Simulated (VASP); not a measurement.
Here is a VASP 6.6.1 calculation.

Contents of INCAR:

```
PREC     = Accurate       # precision mode
ENCUT    = 520            # plane-wave cutoff, eV
EDIFF    = 1E-6           # SCF threshold, eV
ISMEAR   = -1             # smearing method
SIGMA    = 0.05           # smearing width, eV
LREAL    = False          # projectors in reciprocal space
LASPH    = True           # aspherical terms in the spheres
NELM     = 80             # most SCF steps
ALGO     = Fast           # electronic algorithm
ISIF     = 2              # what is computed and relaxed
LWAVE    = False          # write WAVECAR
LCHARG   = False          # write CHGCAR
GGA      = PE             # functional
NBANDS   = 38             # bands
```

Contents of KPOINTS:

```
regular mesh
0
Gamma
  7 7 7
```

Contents of POSCAR:

```
Bi
1.0
   -4.3589113281      4.3589113281      2.0234644129
    4.3589113281     -4.3589113281      2.0234644129
    4.3589113281      4.3589113281     -2.0234644129
Bi
4
Direct
    0.1456555000      0.3543445000      0.5000000000
    0.8543445000      0.6456555000      0.5000000000
    0.6456555000      0.1456555000      0.7913110000
    0.3543445000      0.8543445000      0.2086890000
```

Potentials or basis: VASP PAW PBE potentials, release 64 (Bi_d).

Command:

```console
$ cat potpaw_PBE.64/Bi_d/POTCAR > POTCAR
$ mpirun -np 1 vasp_std > vasp.out
```

Problem. Estimate the pressure.

Solution. 2.8 GPa.

Problem. Estimate the band gap on the k mesh.

Solution. Zero (bands 30 and 31 overlap by 1.58 eV).

Problem. Estimate the largest force.

Solution. 0.186 eV/Å.

Stress tensor (GPa, compression positive):
```
2.46 0.00 0.00
0.00 2.46 0.00
0.00 0.00 3.33
```

Caveat: spin-orbit coupling is left out, which moves the levels of the heavy elements.
